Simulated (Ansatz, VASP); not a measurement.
## Pt in VASP and in Ansatz

```
Pt
1.0
     0.00000    1.98497    1.98497
     1.98497    0.00000    1.98497
     1.98497    1.98497    0.00000
Pt
1
Direct
  0.00000 0.00000 0.00000
```

Alike in both runs: functional PBE; k mesh 18 × 18 × 18; occupations gaussian, width 0.1 eV; no spin polarisation.

Ansatz relaxed the structure, and its values are those at the end. VASP's run is a single point on that final structure, the one shown.

```csv
,VASP,Ansatz
version,VASP 6.6.1,Ansatz 0.2.0
potentials or method,"VASP PAW PBE potentials, release 64 (Pt), cutoff 500 eV","scalar-relativistic, plane waves, PAW"
valence electrons in the cell,10,18
```

```csv
,VASP,Ansatz,Ansatz less VASP
gap on the k mesh at the Fermi level (eV),none,none,-
pressure (GPa),-0.4,0.0,+0.43
```

A gap of «none» marks a metal or a gap that the smearing closes. VASP's potentials hold 10 valence electrons a cell and Ansatz's 18, so a difference there can come from the potentials and not from the codes.

Neither program's run includes spin-orbit coupling.
